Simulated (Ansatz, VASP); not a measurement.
**Sr: VASP beside Ansatz**

Contents of INCAR:

```
SYSTEM = Sr
ALGO = Normal ; EDIFF = 1E-6
ENCUT = 520 ; GGA = PE
ISIF = 2 ; ISMEAR = 0
LASPH = .True. ; LCHARG = .False.
LREAL = .False. ; LWAVE = .False.
NBANDS = 11 ; NELM = 100
PREC = Accurate ; SIGMA = 1.0
```

KPOINTS

```
k-points
0
Gamma
  9 9 9
  0 0 0
```

Contents of POSCAR:

```
Sr
1.0
    0.0000000000      3.0191365063      3.0191365063
    3.0191365063      0.0000000000      3.0191365063
    3.0191365063      3.0191365063      0.0000000000
Sr
1
Direct
    0.0000000000      0.0000000000      0.0000000000
```

Input for Ansatz:

```yaml
crystal:
  lattice:
    - [0.0, 3.0191365063, 3.0191365063]
    - [3.0191365063, 0.0, 3.0191365063]
    - [3.0191365063, 3.0191365063, 0.0]
  atoms:
    - { symbol: Sr, position: [0.0, 0.0, 0.0] }
hamiltonian:
  xc: pbe
  pseudopotentials:
    kind: paw
    azcp:
      Sr: "pseudopotentials/Sr.paw.azcp"
basis:
  ecutwfc: 420
  fft_grid_basis: typed
kpoints:
  mp_grid: { grid: [9, 9, 9], shift: [0, 0, 0] }
magnetization:
  spin_polarized: false
scf:
  occupations: { method: gaussian, width: 1.0 }
  lower_state_search: "off"
output:
  stress: true
  write_density: true
  write_potential: true
  elf: true
  volumetric_format: npy
```

Alike in both runs: task single point; functional PBE; k mesh 9 × 9 × 9; occupations gaussian, width 1 eV; no spin polarisation.

|  | VASP | Ansatz |
| --- | --- | --- |
| version | VASP 6.6.1 | Ansatz 0.2.0 |
| potentials or method | VASP PAW PBE potentials, release 64 (Sr_sv), cutoff 520 eV | plane waves (420 eV) with PAW, scalar-relativistic |
| valence electrons in the cell | 10 | 10 |

|  | VASP | Ansatz | Ansatz less VASP |
| --- | --- | --- | --- |
| pressure (GPa) | 0.2 | 0.2 | -0.01 |

The functional is the same, so the differences come from potentials, cutoffs and numerics.
